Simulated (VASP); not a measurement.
# LiH (I4/mmm) in VASP: single point with PBE

Aim: the single point of LiH with PBE.

Program: VASP 6.6.1. These are calculated values, not measurements. Logs are shortened: lines on timing, memory, paths and dates and some standing lists are left out, and cuts for length are marked.

## 1. The cell of the first run

Symmetry: I4/mmm, No. 139, tetragonal system. Conventional cell: a = 2.918 Å, b = 2.918 Å, c = 3.943 Å, α = 90.00°, β = 90.00°, γ = 90.00°. Li (site symmetry 4/mmm) has 6 H at 1.97 to 2.06 Å within 2.6 Å. H (site symmetry 4/mmm) has 6 Li at 1.97 to 2.06 Å within 2.6 Å.

## 2. Single point, PBE (z stretched by -3 % at fixed volume)

INCAR

```
SYSTEM = LiH
ALGO     = Normal         ! electronic algorithm
EDIFF    = 1E-6           ! SCF threshold, eV
ENCUT    = 520            ! plane-wave cutoff, eV
GGA      = PE             ! functional
ISIF     = 2              ! what is computed and relaxed
ISMEAR   = -1             ! smearing method
LASPH    = .TRUE.         ! aspherical terms in the spheres
LCHARG   = .FALSE.        ! write CHGCAR
LREAL    = .FALSE.        ! projectors in reciprocal space
LWAVE    = .FALSE.        ! write WAVECAR
NBANDS   = 9              ! bands
NELM     = 80             ! most SCF steps
PREC     = Accurate       ! precision mode
SIGMA    = 0.03           ! smearing width, eV
```

KPOINTS

```
k-points
0
G
  11 11 11
  0 0 0
```

POSCAR

```
LiH
1.0
    0.0000000000      2.0636910806      1.9715250000
    2.0636910806      0.0000000000      1.9715250000
    2.0636910806      2.0636910806      0.0000000000
Li H
1 1
Direct
    0.0000000000      0.0000000000      0.0000000000
    0.5000000000      0.5000000000      0.5000000000
```

Potentials or basis: VASP PAW PBE potentials, release 64 (Li_sv, H).

On the command line:

```
$ cat potpaw_PBE.64/Li_sv/POTCAR potpaw_PBE.64/H/POTCAR > POTCAR
$ mpirun -np 1 vasp_std > vasp.out
```

OUTCAR:

```text
SYSTEM = LiH
   EDIFF = 1E-6
   ENCUT = 520
   GGA = PE
   ISIF = 2
   ISMEAR = -1
   LASPH = .TRUE.
   LREAL = .FALSE.
   NELM = 80
   PREC = Accurate

 ion  position               nearest neighbor table
   1  0.000  0.000  0.000-
   2  0.500  0.500  0.500-

  LATTYP: Found a body centered tetragonal cell.
 ALAT       =     2.9184999147
 C/A-ratio  =     1.3510536629

  Lattice vectors:

 A1 = (   0.0000000000,  -2.0636910806,  -1.9715250000)
 A2 = (   0.0000000000,   2.0636910806,  -1.9715250000)
 A3 = (   2.0636910806,   0.0000000000,   1.9715250000)

Analysis of symmetry for initial positions (statically):
=====================================================================
 Subroutine PRICEL returns:
 Original cell was already a primitive cell.

 Routine SETGRP: Setting up the symmetry group for a
 body centered tetragonal supercell.

 Subroutine GETGRP returns: Found 16 space group operations
 (whereof 16 operations were pure point group operations)
 out of a pool of 16 trial point group operations.

The static configuration has the point symmetry D_4h.

Analysis of symmetry for dynamics (positions and initial velocities):
=====================================================================
 Subroutine PRICEL returns:
 Original cell was already a primitive cell.

 Routine SETGRP: Setting up the symmetry group for a
 body centered tetragonal supercell.

 Subroutine GETGRP returns: Found 16 space group operations
 (whereof 16 operations were pure point group operations)
 out of a pool of 16 trial point group operations.

The dynamic configuration has the point symmetry D_4h.

 Subroutine INISYM returns: Found 16 space group operations
 (whereof 16 operations are pure point group operations),
 and found     1 'primitive' translations

----------------------------------------------------------------------------------------

                                     Primitive cell

  volume of cell :      16.7927

  direct lattice vectors                    reciprocal lattice vectors
     0.000000000  2.063691081  1.971525000    -0.242284325  0.242284325  0.253610784
     2.063691081  0.000000000  1.971525000     0.242284325 -0.242284325  0.253610784
     2.063691081  2.063691081  0.000000000     0.242284325  0.242284325 -0.253610784

  length of vectors
     2.854072827  2.854072827  2.918499915     0.426288421  0.426288421  0.426288421

  position of ions in fractional coordinates (direct lattice)
     0.000000000  0.000000000  0.000000000
     0.500000000  0.500000000  0.500000000

  ion indices of the primitive-cell ions
   primitive index   ion index
                 1           1
                 2           2

----------------------------------------------------------------------------------------

 KPOINTS: k-points

Automatic generation of k-mesh.
 Grid dimensions read from file:
 generate k-points for:   11   11   11

 Generating k-lattice:

  Cartesian coordinates                     Fractional coordinates (reciprocal lattice)
    -0.022025848  0.022025848  0.023055526     0.090909091 -0.000000000  0.000000000
     0.022025848 -0.022025848  0.023055526    -0.000000000  0.090909091  0.000000000
     0.022025848  0.022025848 -0.023055526     0.000000000  0.000000000  0.090909091

  Length of vectors
     0.038753493  0.038753493  0.038753493

  Shift w.r.t. Gamma in fractional coordinates (k-lattice)
     0.000000000  0.000000000  0.000000000

 Subroutine IBZKPT returns following result:
 ===========================================

 Found    126 irreducible k-points:

 Following reciprocal coordinates:
            Coordinates               Weight
  0.000000  0.000000  0.000000      1.000000
  0.090909  0.000000  0.000000      8.000000
  0.181818  0.000000  0.000000      8.000000
  0.272727  0.000000  0.000000      8.000000
  0.363636  0.000000  0.000000      8.000000
  0.454545  0.000000  0.000000      8.000000
[... 16 lines left out ...]
 -0.272727  0.181818  0.000000      8.000000
 -0.181818  0.181818  0.000000      4.000000
 [... further k-points ...]
   k-points           NKPTS =    126   k-points in BZ     NKDIM =    126   number of bands    NBANDS=      9
   number of dos      NEDOS =    301   number of ions     NIONS =      2
   total plane-waves  NPLWV =  13824
   dimension x,y,z NGX =    24 NGY =   24 NGZ =   24
   dimension x,y,z NGXF=    48 NGYF=   48 NGZF=   48
   ions per type =               1   1
   NGX,Y,Z   is equivalent  to a cutoff of  13.98, 13.98, 13.67 a.u.
   NGXF,Y,Z  is equivalent  to a cutoff of  27.96, 27.96, 27.34 a.u.
 SYSTEM =  LiH
   PREC   = accura    normal or accurate (medium, high low for compatibility)
   ISTART =      0    job   : 0-new  1-cont  2-samecut
   ICHARG =      2    charge: 1-file 2-atom 10-const
   ISPIN  =      1    spin polarized calculation?
   LNONCOLLINEAR =      F non collinear calculations
   LSORBIT =      F    spin-orbit coupling
   LASPH  =      T    aspherical Exc in radial PAW
   ENCUT  =  520.0 eV  38.22 Ry    6.18 a.u.   5.31  5.31  5.43*2*pi/ulx,y,z
   NELM   =     80;   NELMIN=  2; NELMDL= -5     # of ELM steps
   EDIFF  = 0.1E-05   stopping-criterion for ELM
   LREAL  =      F    real-space projection
   EDIFFG = 0.1E-04   stopping-criterion for IOM
   NSW    =      0    number of steps for IOM
   IBRION =     -1    ionic relax: 0-MD 1-quasi-New 2-CG
   NFREE  =      0    steps in history (QN), initial steepest desc. (CG)
   ISIF   =      2    stress and relaxation
   ISYM   =      2    0-nonsym 1-usesym 2-fastsym
   POTIM  = 0.5000    time-step for ionic-motion
   TEBEG  =    0.0;   TEEND  =   0.0 temperature during run
   PSTRESS=    0.0 pullay stress
   NELECT =       4.0000    total number of electrons
   NUPDOWN=      -1.0000    fix difference up-down
   EMIN   =  10.00;   EMAX   =-10.00  energy-range for DOS
   EFERMI =   0.00;   METHOD = LEGACY
   ISMEAR =    -1;   SIGMA  =   0.03  broadening in eV -4-tet -1-fermi 0-gaus
   EFERMI_NEDOS =   21; number of points for ismear=-14 and -15
   IALGO  =     38    algorithm
   IMIX   =      4    mixing-type and parameters
     AMIX     =   0.40;   BMIX     =  1.00
     AMIX_MAG =   1.60;   BMIX_MAG =  1.00
  volume/ion in A,a.u.               =       8.40        56.66
  Fermi-wavevector in a.u.,A,eV,Ry     =   1.014817  1.917726 14.012000  1.029853
  Thomas-Fermi vector in A             =   2.148066
   LORBIT       =      0    0 simple, 1 ext, 2 COOP (PROOUT), +10 PAW based schemes
   GGA     = PE    functional components
   LHFCALC =     F    Hartree Fock is set to
   AEXX    =    0.0000 exact exchange contribution
   IVDW    =     0    specifies the selected vdW correction
   LEPSILON=     F    determine dielectric tensor
   LRPA    =     F    only Hartree local field effects (RPA)
 non-spin polarized calculation
  energy-cutoff  :      520.00
  volume of cell :       16.79
 maximum number of plane-waves:       471
 NGX is ok and might be reduce to    24
   NGX = 11   NGY = 11   NGZ = 11

 number of electron       4.0000001 magnetization

 Free energy of the ion-electron system (eV)
  ---------------------------------------------------
  ext. energy  EPLUGINS =         0.00000000
  ---------------------------------------------------
  free energy    TOTEN  =        -6.11930659 eV

  energy without entropy =       -6.11930659  energy(sigma->0) =       -6.11930659

 E-fermi :   0.7678     XC(G=0):  -8.3749

 val. band max:        0.0663401968   @ k =  -0.4545   0.4545   0.0000
 cond. band min:       2.8635954029   @ k =  -0.4545   0.0000   0.4545
 fundamental gap:      2.7972552061
 Fermi energy:         0.7677930026

 k-point     1 :       0.0000    0.0000    0.0000
  band No.  band energies     occupation
      1     -44.4317      2.00000
      2      -5.3721      2.00000
      3      15.4106      0.00000
      4      17.1228      0.00000
      5      17.5128      0.00000
      6      17.5128      0.00000
      7      21.9505      0.00000
      8      21.9505      0.00000
      9      22.2001      0.00000

 k-point     2 :       0.0909    0.0000    0.0000
  band No.  band energies     occupation
      1     -44.4287      2.00000
      2      -5.2289      2.00000
      3      14.2913      0.00000
      4      16.4696      0.00000
      5      17.0258      0.00000
      6      17.1137      0.00000
      7      21.4452      0.00000
      8      22.6700      0.00000
      9      22.7486      0.00000

 k-point     3 :       0.1818    0.0000    0.0000
  band No.  band energies     occupation
      1     -44.4202      2.00000
      2      -4.8060      2.00000
      3      11.5720      0.00000
      4      15.2505      0.00000
      5      16.4195      0.00000
      6      16.6195      0.00000
      7      21.9729      0.00000
      8      22.2557      0.00000
      9      23.6753      0.00000

 k-point     4 :       0.2727    0.0000    0.0000
  band No.  band energies     occupation
      1     -44.4091      2.00000
      2      -4.1403      2.00000
      3       8.7171      0.00000
      4      14.2448      0.00000
      5      15.8930      0.00000
      6      16.3762      0.00000
      7      20.4176      0.00000
      8      21.7139      0.00000
      9      23.4352      0.00000

 k-point     5 :       0.3636    0.0000    0.0000
  band No.  band energies     occupation
      1     -44.3990      2.00000
      2      -3.3431      2.00000
      3       6.3606      0.00000
      4      13.5222      0.00000
      5      15.6419      0.00000
      6      16.3893      0.00000
      7      18.9955      0.00000
      8      20.1700      0.00000
      9      24.9186      0.00000

 k-point     6 :       0.4545    0.0000    0.0000
  band No.  band energies     occupation
      1     -44.3929      2.00000
      2      -2.7108      2.00000
      3       4.9294      0.00000
      4      13.1459      0.00000
      5      15.6009      0.00000
      6      16.5635      0.00000
      7      18.1867      0.00000
      8      19.1798      0.00000
      9      26.2894      0.00000
[... 169 lines left out ...]
 k-point    21 :      -0.4545    0.1818    0.0000
  band No.  band energies     occupation
      1     -44.3867      2.00000
      2      -1.9526      2.00000
      3       4.9027      0.00000
      4       9.9066      0.00000
      5      12.9666      0.00000
      6      15.2792      0.00000
      7      22.2394      0.00000
      8      23.1835      0.00000
      9      26.6800      0.00000

 k-point    22 :      -0.3636    0.1818    0.0000
  band No.  band energies     occupation
      1     -44.3893      2.00000
      2      -2.2866      2.00000
      3       5.5603      0.00000
      4       9.6547      0.00000
      5      13.8268      0.00000
      6      15.0651      0.00000
      7      21.6197      0.00000
      8      24.3882      0.00000
      9      26.6220      0.00000

 k-point    23 :      -0.2727    0.1818    0.0000
  band No.  band energies     occupation
      1     -44.3965      2.00000
      2      -3.0924      2.00000
      3       7.4753      0.00000
      4       9.7281      0.00000
      5      15.0767      0.00000
      6      15.1621      0.00000
      7      21.2869      0.00000
      8      24.0016      0.00000
      9      26.0636      0.00000

 k-point    24 :      -0.1818    0.1818    0.0000
  band No.  band energies     occupation
      1     -44.4062      2.00000
      2      -3.8943      2.00000
      3      10.0082      0.00000
      4      10.2162      0.00000
      5      15.4867      0.00000
      6      16.5918      0.00000
      7      20.8729      0.00000
      8      22.6538      0.00000
      9      24.2817      0.00000

 [... further k-points ...]
[... 5 lines left out ...]
  --------------------------------------------------------------------------------------
  -------------------------------------------------------------------------------------
  Total       -0.2620613     -0.2620613      0.0345659      0.0000000     -0.0000000      0.0000000
  in kB      -25.0029865    -25.0029865      3.2978938      0.0000000     -0.0000000      0.0000000
  external PRESSURE =     -15.5693597 kB  Pullay stress =       0.0000000 kB

 VOLUME and BASIS-vectors are now :
 -----------------------------------------------------------------------------
  energy-cutoff  :      520.00
  volume of cell :       16.79
      direct lattice vectors                 reciprocal lattice vectors
     0.000000000  2.063691081  1.971525000    -0.242284325  0.242284325  0.253610784
     2.063691081  0.000000000  1.971525000     0.242284325 -0.242284325  0.253610784
     2.063691081  2.063691081  0.000000000     0.242284325  0.242284325 -0.253610784

 POSITION                                       TOTAL-FORCE (eV/Angst)
 -----------------------------------------------------------------------------------
      0.00000      0.00000      0.00000        -0.000000      0.000000      0.000000
      2.06369      2.06369      1.97152         0.000000     -0.000000     -0.000000
 -----------------------------------------------------------------------------------
    total drift:                                0.000000     -0.000000     -0.000000

  FREE ENERGIE OF THE ION-ELECTRON SYSTEM (eV)
  ---------------------------------------------------
  free  energy   TOTEN  =        -6.1193065945 eV

  energy  without entropy=       -6.1193065945  energy(sigma->0) =       -6.11930659
```

Wall time 23 s (1 thread of Intel Xeon 8259CL, shared host); peak memory 0.14 GiB.

Results:

| Item | Value |
| --- | --- |
| Free energy | -6.1193 eV |
| Band gap on the k mesh | 2.80 eV (least direct gap 3.11 eV) |

Caveat: the cutoff is under 1.25 times the usual one of these potentials, so pressure, stress and relaxed cells hold a basis-set (Pulay) error; an odd mesh through Γ misses points on the zone boundary, where band edges can lie.
